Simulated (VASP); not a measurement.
# CdS (Hawleyite) (F-43m) in VASP: notebook

The runs below take CdS (Hawleyite) through single point, with LDA, PBEsol, r2SCAN.

Everything below comes from runs of VASP 6.6.1. Logs are shortened: lines on timing, memory, paths and dates and some standing lists are left out, and cuts for length are marked.

### Step 1. The cell of the first run

It takes space group F-43m (No. 216, cubic). Conventional cell: a = 5.833 Å, b = 5.833 Å, c = 5.833 Å, α = 90.00°, β = 90.00°, γ = 90.00°. Cd (site symmetry -43m) has 4 S at 2.53 Å within 3.3 Å. S (site symmetry -43m) has 4 Cd at 2.53 Å within 3.3 Å.

### Step 2. Single point, LDA

The input, INCAR:

```
SYSTEM = CdS
PREC     = Accurate       ! precision mode
ENCUT    = 520            ! plane-wave cutoff, eV
EDIFF    = 1E-6           ! SCF threshold, eV
ISMEAR   = 0              ! smearing method
SIGMA    = 0.01           ! smearing width, eV
LREAL    = .FALSE.        ! projectors in reciprocal space
LASPH    = .TRUE.         ! aspherical terms in the spheres
NELM     = 100            ! most SCF steps
ALGO     = Normal         ! electronic algorithm
ISIF     = 2              ! what is computed and relaxed
LWAVE    = .FALSE.        ! write WAVECAR
LCHARG   = .FALSE.        ! write CHGCAR
GGA      = CA             ! functional
NBANDS   = 16             ! bands
```

The input, KPOINTS:

```
Automatic mesh
0
G
  6 6 6
  0 0 0
```

The input, POSCAR:

```
CdS
1.0
    0.0000000000      2.9165000000      2.9165000000
    2.9165000000      0.0000000000      2.9165000000
    2.9165000000      2.9165000000      0.0000000000
Cd S
1 1
Direct
    0.0000000000      0.0000000000      0.0000000000
    0.2500000000      0.2500000000      0.2500000000
```

Potentials or basis: VASP PAW LDA potentials, release 64 (Cd, S).

On the command line:

```sh
$ cat potpaw_LDA.64/Cd/POTCAR potpaw_LDA.64/S/POTCAR > POTCAR
$ mpirun -np 1 vasp_std > vasp.out
```

OUTCAR:

```text
SYSTEM = CdS
   PREC = Accurate
   ENCUT = 520
   EDIFF = 1E-6
   ISMEAR = 0
   LREAL = .FALSE.
   LASPH = .TRUE.
   NELM = 100
   ISIF = 2
   GGA = CA

 ion  position               nearest neighbor table
   1  0.000  0.000  0.000-   2 2.53   2 2.53   2 2.53   2 2.53
   2  0.250  0.250  0.250-   1 2.53   1 2.53   1 2.53   1 2.53

  LATTYP: Found a face centered cubic cell.
 ALAT       =     5.8330000000

  Lattice vectors:

 A1 = (   0.0000000000,   2.9165000000,   2.9165000000)
 A2 = (   2.9165000000,   0.0000000000,   2.9165000000)
 A3 = (   2.9165000000,   2.9165000000,   0.0000000000)

Analysis of symmetry for initial positions (statically):
=====================================================================
 Subroutine PRICEL returns:
 Original cell was already a primitive cell.

 Routine SETGRP: Setting up the symmetry group for a
 face centered cubic supercell.

 Subroutine GETGRP returns: Found 24 space group operations
 (whereof 24 operations were pure point group operations)
 out of a pool of 48 trial point group operations.

The static configuration has the point symmetry T_d .

Analysis of symmetry for dynamics (positions and initial velocities):
=====================================================================
 Subroutine PRICEL returns:
 Original cell was already a primitive cell.

 Routine SETGRP: Setting up the symmetry group for a
 face centered cubic supercell.

 Subroutine GETGRP returns: Found 24 space group operations
 (whereof 24 operations were pure point group operations)
 out of a pool of 48 trial point group operations.

The dynamic configuration has the point symmetry T_d .

 Subroutine INISYM returns: Found 24 space group operations
 (whereof 24 operations are pure point group operations),
 and found     1 'primitive' translations

----------------------------------------------------------------------------------------

                                     Primitive cell

  volume of cell :      49.6153

  direct lattice vectors                    reciprocal lattice vectors
     0.000000000  2.916500000  2.916500000    -0.171438368  0.171438368  0.171438368
     2.916500000  0.000000000  2.916500000     0.171438368 -0.171438368  0.171438368
     2.916500000  2.916500000  0.000000000     0.171438368  0.171438368 -0.171438368

  length of vectors
     4.124553855  4.124553855  4.124553855     0.296939964  0.296939964  0.296939964

  position of ions in fractional coordinates (direct lattice)
     0.000000000  0.000000000  0.000000000
     0.250000000  0.250000000  0.250000000

  ion indices of the primitive-cell ions
   primitive index   ion index
                 1           1
                 2           2

----------------------------------------------------------------------------------------

 KPOINTS: Automatic mesh

Automatic generation of k-mesh.
 Grid dimensions read from file:
 generate k-points for:    6    6    6

 Generating k-lattice:

  Cartesian coordinates                     Fractional coordinates (reciprocal lattice)
    -0.028573061  0.028573061  0.028573061     0.166666667  0.000000000  0.000000000
     0.028573061 -0.028573061  0.028573061     0.000000000  0.166666667  0.000000000
     0.028573061  0.028573061 -0.028573061     0.000000000  0.000000000  0.166666667

  Length of vectors
     0.049489994  0.049489994  0.049489994

  Shift w.r.t. Gamma in fractional coordinates (k-lattice)
     0.000000000  0.000000000  0.000000000

 Subroutine IBZKPT returns following result:
 ===========================================

 Found     16 irreducible k-points:

 Following reciprocal coordinates:
            Coordinates               Weight
  0.000000  0.000000  0.000000      1.000000
  0.166667  0.000000  0.000000      8.000000
  0.333333  0.000000  0.000000      8.000000
  0.500000  0.000000  0.000000      4.000000
  0.166667  0.166667  0.000000      6.000000
  0.333333  0.166667  0.000000     24.000000
[... 8 lines left out ...]
 -0.333333  0.333333  0.166667     24.000000
 -0.333333  0.500000  0.166667     12.000000
   k-points           NKPTS =     16   k-points in BZ     NKDIM =     16   number of bands    NBANDS=     16
   number of dos      NEDOS =    301   number of ions     NIONS =      2
   total plane-waves  NPLWV =  32768
   dimension x,y,z NGX =    32 NGY =   32 NGZ =   32
   dimension x,y,z NGXF=    64 NGYF=   64 NGZF=   64
   ions per type =               1   1
   NGX,Y,Z   is equivalent  to a cutoff of  12.90, 12.90, 12.90 a.u.
   NGXF,Y,Z  is equivalent  to a cutoff of  25.80, 25.80, 25.80 a.u.
 SYSTEM =  CdS
   PREC   = accura    normal or accurate (medium, high low for compatibility)
   ISTART =      0    job   : 0-new  1-cont  2-samecut
   ICHARG =      2    charge: 1-file 2-atom 10-const
   ISPIN  =      1    spin polarized calculation?
   LNONCOLLINEAR =      F non collinear calculations
   LSORBIT =      F    spin-orbit coupling
   LASPH  =      T    aspherical Exc in radial PAW
   ENCUT  =  520.0 eV  38.22 Ry    6.18 a.u.   7.67  7.67  7.67*2*pi/ulx,y,z
   NELM   =    100;   NELMIN=  2; NELMDL= -5     # of ELM steps
   EDIFF  = 0.1E-05   stopping-criterion for ELM
   LREAL  =      F    real-space projection
   EDIFFG = 0.1E-04   stopping-criterion for IOM
   NSW    =      0    number of steps for IOM
   IBRION =     -1    ionic relax: 0-MD 1-quasi-New 2-CG
   NFREE  =      0    steps in history (QN), initial steepest desc. (CG)
   ISIF   =      2    stress and relaxation
   ISYM   =      2    0-nonsym 1-usesym 2-fastsym
   POTIM  = 0.5000    time-step for ionic-motion
   TEBEG  =    0.0;   TEEND  =   0.0 temperature during run
   PSTRESS=    0.0 pullay stress
   NELECT =      18.0000    total number of electrons
   NUPDOWN=      -1.0000    fix difference up-down
   EMIN   =  10.00;   EMAX   =-10.00  energy-range for DOS
   EFERMI =   0.00;   METHOD = LEGACY
   ISMEAR =     0;   SIGMA  =   0.01  broadening in eV -4-tet -1-fermi 0-gaus
   EFERMI_NEDOS =   21; number of points for ismear=-14 and -15
   IALGO  =     38    algorithm
   IMIX   =      4    mixing-type and parameters
     AMIX     =   0.40;   BMIX     =  1.00
     AMIX_MAG =   1.60;   BMIX_MAG =  1.00
  volume/ion in A,a.u.               =      24.81       167.41
  Fermi-wavevector in a.u.,A,eV,Ry     =   1.167599  2.206442 18.548649  1.363287
  Thomas-Fermi vector in A             =   2.304097
   LORBIT       =      0    0 simple, 1 ext, 2 COOP (PROOUT), +10 PAW based schemes
   GGA     = CA    functional components
   LHFCALC =     F    Hartree Fock is set to
   AEXX    =    0.0000 exact exchange contribution
   IVDW    =     0    specifies the selected vdW correction
   LEPSILON=     F    determine dielectric tensor
   LRPA    =     F    only Hartree local field effects (RPA)
 non-spin polarized calculation
 Gauss-broadening in eV      SIGMA  =   0.01
  energy-cutoff  :      520.00
  volume of cell :       49.62
 maximum number of plane-waves:      1363
 NGX is ok and might be reduce to    32
   NGX = 15   NGY = 15   NGZ = 15

 number of electron      18.0000004 magnetization

 Free energy of the ion-electron system (eV)
  ---------------------------------------------------
  ext. energy  EPLUGINS =         0.00000000
  ---------------------------------------------------
  free energy    TOTEN  =        -7.39496352 eV

  energy without entropy =       -7.39496352  energy(sigma->0) =       -7.39496352

 E-fermi :   1.1804     XC(G=0):  -9.5855

 val. band max:        1.1297131791   @ k =   0.0000   0.0000   0.0000
 cond. band min:       2.0200755774   @ k =   0.0000   0.0000   0.0000
 fundamental gap:      0.8903623983
 Fermi energy:         1.1804392932

 k-point     1 :       0.0000    0.0000    0.0000
  band No.  band energies     occupation
      1     -11.2262      2.00000
      2      -6.6504      2.00000
      3      -6.6504      2.00000
      4      -6.6504      2.00000
      5      -6.1659      2.00000
      6      -6.1659      2.00000
[... 8 lines left out ...]
     15      12.5706      0.00000
     16      12.5706      0.00000

 k-point     2 :       0.1667    0.0000    0.0000
  band No.  band energies     occupation
      1     -11.1157      2.00000
      2      -6.6123      2.00000
      3      -6.6123      2.00000
      4      -6.5534      2.00000
      5      -6.1669      2.00000
      6      -6.1669      2.00000
[... 8 lines left out ...]
     15      11.7158      0.00000
     16      12.6446      0.00000

 k-point     3 :       0.3333    0.0000    0.0000
  band No.  band energies     occupation
      1     -10.8934      2.00000
      2      -6.5504      2.00000
      3      -6.5504      2.00000
      4      -6.1820      2.00000
      5      -6.1495      2.00000
      6      -6.1495      2.00000
[... 8 lines left out ...]
     15      12.1272      0.00000
     16      12.1272      0.00000

 k-point     4 :       0.5000    0.0000    0.0000
  band No.  band energies     occupation
      1     -10.7830      2.00000
      2      -6.5294      2.00000
      3      -6.5294      2.00000
      4      -6.1280      2.00000
      5      -6.1280      2.00000
      6      -5.7809      2.00000
[... 8 lines left out ...]
     15      13.6092      0.00000
     16      13.6092      0.00000

 k-point     5 :       0.1667    0.1667    0.0000
  band No.  band energies     occupation
      1     -11.0793      2.00000
      2      -6.5750      2.00000
      3      -6.5733      2.00000
      4      -6.5733      2.00000
      5      -6.1919      2.00000
      6      -6.1438      2.00000
[... 8 lines left out ...]
     15      12.7506      0.00000
     16      14.2357      0.00000

 k-point     6 :       0.3333    0.1667    0.0000
  band No.  band energies     occupation
      1     -10.8954      2.00000
      2      -6.5341      2.00000
      3      -6.4992      2.00000
      4      -6.3457      2.00000
      5      -6.1444      2.00000
      6      -6.1238      2.00000
[... 8 lines left out ...]
     15      12.9373      0.00000
     16      13.8629      0.00000

 k-point     7 :       0.5000    0.1667    0.0000
  band No.  band energies     occupation
      1     -10.7500      2.00000
      2      -6.5079      2.00000
      3      -6.4704      2.00000
      4      -6.1998      2.00000
      5      -6.1216      2.00000
      6      -5.7634      2.00000
[... 8 lines left out ...]
     15      13.6724      0.00000
     16      13.7792      0.00000

 k-point     8 :      -0.3333    0.1667    0.0000
  band No.  band energies     occupation
      1     -10.7860      2.00000
      2      -6.5085      2.00000
      3      -6.4959      2.00000
      4      -6.1730      2.00000
      5      -6.1647      2.00000
      6      -5.8879      2.00000
[... 8 lines left out ...]
     15      12.9762      0.00000
     16      13.9163      0.00000

 k-point     9 :      -0.1667    0.1667    0.0000
  band No.  band energies     occupation
      1     -10.9684      2.00000
      2      -6.5668      2.00000
      3      -6.5458      2.00000
      4      -6.3887      2.00000
      5      -6.1866      2.00000
      6      -6.1294      2.00000
[... 8 lines left out ...]
     15      12.3274      0.00000
     16      14.2840      0.00000

 k-point    10 :       0.3333    0.3333    0.0000
  band No.  band energies     occupation
      1     -10.7879      2.00000
      2      -6.4307      2.00000
      3      -6.3986      2.00000
      4      -6.3986      2.00000
      5      -6.0993      2.00000
      6      -6.0614      2.00000
[... 8 lines left out ...]
     15      13.1944      0.00000
     16      16.3135      0.00000

 k-point    11 :       0.5000    0.3333    0.0000
  band No.  band energies     occupation
      1     -10.6818      2.00000
      2      -6.4450      2.00000
      3      -6.3524      2.00000
      4      -6.3049      2.00000
      5      -6.0989      2.00000
      6      -5.7322      2.00000
[... 8 lines left out ...]
     15      13.7995      0.00000
     16      14.7103      0.00000

 k-point    12 :      -0.3333    0.3333    0.0000
  band No.  band energies     occupation
      1     -10.6821      2.00000
      2      -6.4711      2.00000
      3      -6.3940      2.00000
      4      -6.2204      2.00000
      5      -6.1439      2.00000
      6      -5.6007      2.00000
[... 8 lines left out ...]
     15      12.3974      0.00000
     16      15.6468      0.00000

 k-point    13 :       0.5000    0.5000    0.0000
  band No.  band energies     occupation
      1     -10.6466      2.00000
      2      -6.4422      2.00000
      3      -6.2981      2.00000
      4      -6.2981      2.00000
      5      -6.0770      2.00000
      6      -5.7162      2.00000
[... 8 lines left out ...]
     15      13.4814      0.00000
     16      14.5484      0.00000

 k-point    14 :       0.5000    0.3333    0.1667
  band No.  band energies     occupation
      1     -10.7520      2.00000
      2      -6.4612      2.00000
      3      -6.4528      2.00000
      4      -6.2674      2.00000
      5      -6.1262      2.00000
      6      -5.8737      2.00000
[... 8 lines left out ...]
     15      13.9846      0.00000
     16      14.2773      0.00000

 k-point    15 :      -0.3333    0.3333    0.1667
  band No.  band energies     occupation
      1     -10.6821      2.00000
      2      -6.4583      2.00000
      3      -6.4130      2.00000
      4      -6.2101      2.00000
      5      -6.1480      2.00000
      6      -5.5983      2.00000
[... 8 lines left out ...]
     15      13.4263      0.00000
     16      14.3903      0.00000

 k-point    16 :      -0.3333    0.5000    0.1667
  band No.  band energies     occupation
      1     -10.6480      2.00000
      2      -6.4233      2.00000
      3      -6.3773      2.00000
      4      -6.2467      2.00000
      5      -6.1236      2.00000
      6      -5.5670      2.00000
[... 8 lines left out ...]
     15      14.2556      0.00000
     16      14.2839      0.00000

------------------------ aborting loop because EDIFF is reached ----------------------------------------

  FORCE on cell =-STRESS in cart. coord.  units (eV):
  Direction    XX          YY          ZZ          XY          YZ          ZX
  --------------------------------------------------------------------------------------
  -------------------------------------------------------------------------------------
  Total       -0.6139420     -0.6139420     -0.6139420      0.0000000      0.0000000      0.0000000
  in kB      -19.8254014    -19.8254014    -19.8254014      0.0000000      0.0000000      0.0000000
  external PRESSURE =     -19.8254014 kB  Pullay stress =       0.0000000 kB

 VOLUME and BASIS-vectors are now :
 -----------------------------------------------------------------------------
  energy-cutoff  :      520.00
  volume of cell :       49.62
      direct lattice vectors                 reciprocal lattice vectors
     0.000000000  2.916500000  2.916500000    -0.171438368  0.171438368  0.171438368
     2.916500000  0.000000000  2.916500000     0.171438368 -0.171438368  0.171438368
     2.916500000  2.916500000  0.000000000     0.171438368  0.171438368 -0.171438368

 POSITION                                       TOTAL-FORCE (eV/Angst)
 -----------------------------------------------------------------------------------
      0.00000      0.00000      0.00000         0.000000      0.000000      0.000000
      1.45825      1.45825      1.45825        -0.000000     -0.000000     -0.000000
 -----------------------------------------------------------------------------------
    total drift:                                0.000000      0.000000      0.000000

  FREE ENERGIE OF THE ION-ELECTRON SYSTEM (eV)
  ---------------------------------------------------
  free  energy   TOTEN  =        -7.3949635223 eV

  energy  without entropy=       -7.3949635223  energy(sigma->0) =       -7.39496352
```

Run time: 14 s. Hardware: 1 thread of AMD EPYC 7R13, shared host; peak memory 0.12 GiB.

What came out:

```
Free energy            : -7.3950 eV
Pressure               : -2.0 GPa
Band gap on the k mesh : 0.89 eV, direct
```

### Step 3. Single point, PBEsol

The input, INCAR:

```
SYSTEM = CdS
ALGO = Normal
EDIFF = 1E-7
ENCUT = 520
GGA = PS
ISIF = 2
ISMEAR = 0
LASPH = .TRUE.
LCHARG = .FALSE.
LREAL = .FALSE.
LWAVE = .FALSE.
NBANDS = 16
NELM = 60
PREC = Accurate
SIGMA = 0.01
```

The input, KPOINTS:

```
k-points
0
G
  6 6 6
  0 0 0
```

POSCAR is that of step 2.

Potentials or basis: VASP PAW PBE potentials, release 64 (Cd, S).

On the command line:

```sh
$ cat potpaw_PBE.64/Cd/POTCAR potpaw_PBE.64/S/POTCAR > POTCAR
$ mpirun -np 1 vasp_std > vasp.out
```

It took 18 s on 1 thread of AMD EPYC 7R13, shared host; peak memory 0.15 GiB.

The run converged. Its results:

```
Free energy            : -6.8110 eV
Pressure               : 0.1 GPa
Band gap on the k mesh : 1.01 eV, direct
```

Levels at points of the mesh, in eV from the valence-band top:
```tsv
k point	band 5	band 6	band 7	band 8	band 9	band 10	band 11	band 12	band 13	band 14
(0.00, 0.00, 0.00)	-7.24	-7.24	0.00	0.00	0.00	1.01	6.44	6.44	6.44	11.21
(0.50, 0.00, 0.00)	-7.21	-6.86	-4.48	-0.76	-0.76	2.89	6.91	6.91	7.33	10.88
(0.50, 0.50, 0.00)	-7.15	-6.80	-4.02	-1.91	-1.91	3.39	4.25	9.08	10.67	10.67
```

Caveat: the PAW data sets were made with another functional, which shifts forces and pressure a little. PBEsol gaps usually lie below the measured ones, often by a third to a half.

### Step 4. Single point, r2SCAN

POSCAR is that of step 3.

The input, INCAR.step1:

```
SYSTEM = CdS
PREC = Accurate
ENCUT = 520
ISMEAR = 0
SIGMA = 0.01
LREAL = .False.
LASPH = .True.
NELM = 60
NBANDS = 16
GGA = PE
ALGO = Normal
EDIFF = 1E-4
LWAVE = .True.
LCHARG = .False.
```

The input, INCAR.step2:

```
SYSTEM = CdS
PREC = Accurate
ENCUT = 520
EDIFF = 1E-6
ISMEAR = 0
SIGMA = 0.01
LREAL = .False.
LASPH = .True.
NELM = 60
ALGO = Normal
ISIF = 2
LWAVE = .False.
LCHARG = .False.
METAGGA = R2SCAN
LMIXTAU = .True.
NBANDS = 16
ISTART = 1
```

The input, KPOINTS:

```
regular mesh
0
Gamma
  6 6 6
  0 0 0
```

On the command line:

```sh
$ cat potpaw_PBE.64/Cd/POTCAR potpaw_PBE.64/S/POTCAR > POTCAR
$ cp INCAR.step1 INCAR
$ mpirun -np 1 vasp_std > vasp.out
$ cp INCAR.step2 INCAR
$ mpirun -np 1 vasp_std > vasp.out
```

Run time: 97 s. Hardware: 1 thread of AMD EPYC 7R13, shared host; peak memory 0.15 GiB.

The run converged. Its results:

```yaml
Free_energy: -29.6766 eV
Pressure: 1.8 GPa
Band_gap_on_the_k_mesh: 1.59 eV, direct
```

Levels at points of the mesh, in eV from the valence-band top:
```tsv
k point	band 7	band 8	band 9	band 10	band 11	band 12
(0.00, 0.00, 0.00)	0.00	0.00	0.00	1.59	7.07	7.07
(0.50, 0.00, 0.00)	-4.47	-0.77	-0.77	3.48	7.48	7.48
(0.50, 0.50, 0.00)	-3.98	-1.93	-1.93	3.84	4.76	9.80
```

Caveat: the PAW data sets were made with another functional, which shifts forces and pressure a little. r2SCAN opens gaps a little over a GGA but as a rule still falls short of measured ones.

### Step 5. Overview

| level | potentials or basis | gap on the mesh (eV) | pressure (GPa) |
| --- | --- | --- | --- |
| LDA | VASP PAW LDA potentials, release 64 (Cd, S) | 0.89 | -2.0 |
| PBEsol | VASP PAW PBE potentials, release 64 (Cd, S) | 1.01 | 0.1 |
| r2SCAN | VASP PAW PBE potentials, release 64 (Cd, S) | 1.59 | 1.8 |

Alike in all rows: task single point; no spin polarisation; cell as given; k mesh 6 × 6 × 6; cutoff (eV) 520; smearing gaussian 0.01 eV.

Caveats: the PAW data sets were made with another functional, which shifts forces and pressure a little (some runs).

Absolute energies hang on the potentials; compare differences alone.
